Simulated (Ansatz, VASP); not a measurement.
# Co in VASP and in Ansatz

```
Co
1.0
     3.61700    1.80850    1.80850
     1.80850    3.61700    1.80850
     1.80850    1.80850    3.61700
Co
2
Cartesian
  0.0000 0.0000 0.0000
  3.6170 3.6170 3.6170
```

Alike in both runs: task single point; functional PBE; k mesh 12 × 12 × 12; occupations fermi-dirac, width 0.1 eV; collinear spin.

|  | VASP | Ansatz |
| --- | --- | --- |
| version | VASP 6.6.1 | Ansatz 0.2.0 |
| potentials or method | VASP PAW PBE potentials, release 64 (Co), cutoff 520 eV | PAW, plane waves, scalar-relativistic |
| valence electrons in the cell | 18 | 34 |

VASP gave:

| Item | Value |
| --- | --- |
| pressure (GPa) | -14.0 |
| traceless stress, the component that is largest in VASP (GPa) | -0.07 |
| net moment per atom (μB) | 1.71 |
| size of the moment on the site where the two differ most (μB) | 1.74 |

Problem. Which values does Ansatz return?

Solution. Pressure (GPa): -13.7; traceless stress, the component that is largest in VASP (GPa): -0.05; net moment per atom (μB): 1.72; size of the moment on the site where the two differ most (μB): 1.79.

Site moments also hang on the region over which each program counts them. With one functional, cell and mesh, what is left measures potentials, basis and numerics. VASP's potentials hold 18 valence electrons a cell and Ansatz's 34, so a difference there can come from the potentials and not from the codes.
